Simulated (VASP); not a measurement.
A run of VASP 6.6.1:

Contents of INCAR:

```
SYSTEM = C
PREC = Accurate
ENCUT = 520
EDIFF = 1E-6
ISMEAR = -1
SIGMA = 0.05
LREAL = .False.
LASPH = .True.
NELM = 100
ALGO = Normal
ISIF = 2
LWAVE = .False.
LCHARG = .True.
GGA = CA
LELF = .True.
LVHAR = .True.
NBANDS = 11
```

The input KPOINTS:

```
regular mesh
0
Gamma
  23 23 12
  0 0 0
```

POSCAR

```
C
1.0
    2.4101377330      0.0000000000      0.0000000000
   -1.2050688665      2.0872405034      0.0000000000
    0.0000000000      0.0000000000      2.1906534992
C
2
Direct
    0.3333333333      0.6666666667      0.2500000000
    0.6666666667      0.3333333333      0.7500000000
```

Potentials or basis: VASP PAW LDA potentials, release 64 (C).

Launch:

```console
$ cat potpaw_LDA.64/C/POTCAR > POTCAR
$ mpirun -np 1 vasp_std > vasp.out
```

Hardware: 1 thread of Intel Xeon 6975P-C, with other jobs on the host.

How long does it take, and how much memory?

Wall time 20 s on 1 thread of Intel Xeon 6975P-C, on a shared host, peak memory 0.14 GiB. Counts: scf iterations 9, k points 392.
